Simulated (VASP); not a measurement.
A run of VASP 6.6.1 is set up as follows.

File INCAR:

```
SYSTEM = Al2GaAs3
PREC = Accurate ; ENCUT = 500
EDIFF = 1E-6 ; ISMEAR = 0
SIGMA = 0.02 ; LREAL = .False.
LASPH = .True. ; NELM = 120
ALGO = Normal ; ISIF = 2
LWAVE = .False. ; LCHARG = .False.
GGA = PE ; NBANDS = 26
GGA_COMPAT = .False.
```

File KPOINTS:

```
Automatic mesh
0
Gamma
  12 12 4
  0 0 0
```

POSCAR

```
Al2GaAs3
1.0
    4.0539520109      0.0000000000      0.0000000000
   -2.0269760054      3.5108254272      0.0000000000
    0.0000000000      0.0000000000      9.9348296243
Al Ga As
2 1 3
Direct
    0.0000000000      0.0000000000      0.0003613532
    0.6666666667      0.3333333333      0.3333873449
    0.3333333333      0.6666666667      0.6662487055
    0.0000000000      0.0000000000      0.7508204840
    0.3333333333      0.6666666667      0.4158235285
    0.6666666667      0.3333333333      0.0833585839
```

Potentials or basis: VASP PAW PBE potentials, release 64 (Al, Ga_d, As).

The run is started by

```bash
$ cat potpaw_PBE.64/Al/POTCAR potpaw_PBE.64/Ga_d/POTCAR potpaw_PBE.64/As/POTCAR > POTCAR
$ mpirun -np 1 vasp_std > vasp.out
```

Predict the pressure.

0.2 GPa.

What does it give for the largest force?

0.010 eV/Å.

Forces in eV/Å, atoms in the order of the input:
```
Al   0.000  0.000  0.007
Al   0.000  0.000  0.008
Ga   0.000  0.000  0.008
As   0.000  0.000 -0.006
As   0.000  0.000 -0.010
As   0.000  0.000 -0.007
```
